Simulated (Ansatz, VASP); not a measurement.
**One calculation of Si, two programs**

Contents of INCAR:

```
  ALGO = Normal
  EDIFF = 1E-7
  EDIFFG = -0.01
  ENCUT = 600
  IBRION = 2
  ISIF = 3
  ISMEAR = 0
  LASPH = T
  LCHARG = F
  LREAL = F
  LWAVE = F
  NELM = 60
  NSW = 80
  PREC = Accurate
  SIGMA = 0.01
```

File KPOINTS:

```
k-points
0
Gamma
  6 6 6
```

Contents of POSCAR:

```
Si
1.0
    0.0000000000      2.7135600000      2.7135600000
    2.7135600000      0.0000000000      2.7135600000
    2.7135600000      2.7135600000      0.0000000000
Si
2
Direct
    0.7500000000      0.7500000000      0.7500000000
    0.5000000000      0.5000000000      0.5000000000
```

Input for Ansatz:

```yaml
crystal:
  lattice:
    - [0.0, 2.71356, 2.71356]
    - [2.71356, 0.0, 2.71356]
    - [2.71356, 2.71356, 0.0]
  atoms:
    - { symbol: Si, position: [0.75, 0.75, 0.75] }
    - { symbol: Si, position: [0.5, 0.5, 0.5] }
basis:
  ecutwfc: 517.016338673772
kpoints:
  mp_grid:
    grid: [6, 6, 6]
hamiltonian:
  xc: lda
  dispersion: none
scf:
  occupations:
    method: fixed
relax:
  cell: {}
```

Alike in both runs: task relaxation of cell and atoms; functional LDA; k mesh 6 × 6 × 6; no spin polarisation.

|  | VASP | Ansatz |
| --- | --- | --- |
| version | VASP 6.6.1 | Ansatz 0.2.0 |
| potentials or method | VASP PAW LDA potentials, release 64 (Si), cutoff 600 eV | plane waves, PAW |
| occupations | gaussian, width 0.01 eV | fixed |
| valence electrons in the cell | 8 | 8 |

|  | VASP | Ansatz | Ansatz less VASP |
| --- | --- | --- | --- |
| relaxed volume (Å³/atom) | 19.73 | 19.72 | -0.013 |
| relaxed cell length with the largest relative difference (Å) | 3.821 | 3.821 | -0.0009 |

LDA's correlation is that of Perdew and Zunger in VASP and of Perdew and Wang (1992) in Ansatz.
